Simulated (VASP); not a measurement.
The system is Al.

```
Al
1.0
     0.00000    2.02481    2.02481
     2.02481    0.00000    2.02481
     2.02481    2.02481    0.00000
Al
1
Direct
  0.00000 0.00000 0.00000
```

Base run:

| Item | Value |
| --- | --- |
| Program | VASP 6.6.1 |
| Functional | r2SCAN |
| Potentials or basis | VASP PAW PBE potentials, release 64 (Al) |
| Cutoff | 520 eV |
| k mesh | 14 × 14 × 14 |
| Occupations | gaussian, width 0.1 eV |
| Spin | no spin polarisation |

Its results: pressure -4.1 GPa.

Task: After a change of settings the same cell gave: pressure 0.2 GPa. Which change was it?
A. functional from r2SCAN to LDA; potentials or basis from VASP PAW PBE potentials, release 64 (Al) to VASP PAW LDA potentials, release 64 (Al)
B. functional from r2SCAN to revPBE
C. functional from r2SCAN to PBEsol

Result: B.

Caveats: the PAW data sets were made with another functional, which shifts forces and pressure a little.
